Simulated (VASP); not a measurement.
BeTe:

```
CELL_PARAMETERS angstrom
0.00000 2.77000 2.77000
2.77000 0.00000 2.77000
2.77000 2.77000 0.00000
ATOMIC_POSITIONS crystal
Te 0.75000 0.75000 0.75000
Be 0.00000 0.00000 0.00000
```

Base run:

- Program: VASP 6.6.1
- Functional: PBE0
- Potentials or basis: VASP PAW PBE potentials, release 64 (Te, Be)
- Cutoff: 520 eV
- k mesh: 6 × 6 × 6
- Occupations: fermi-dirac, width 0.05 eV
- Spin: no spin polarisation

Its results: band gap on the k mesh 3.18 eV (least direct gap 5.11 eV); pressure 3.1 GPa.

Problem. The run is repeated on the same cell with these changes: functional from PBE0 to HSE06; k mesh from 6 × 6 × 6 to 4 × 4 × 4. What comes out?

Solution. Band gap on the k mesh 2.52 eV (least direct gap 4.43 eV); pressure 3.6 GPa.

Several settings changed at once.

Caveats: some runs use coarse meshes; the PAW data sets were made with another functional, which shifts forces and pressure a little; spin-orbit coupling is left out, which moves the levels of the heavy elements; the cell stands under pressure (at least some runs).

A k mesh can miss the band edges.
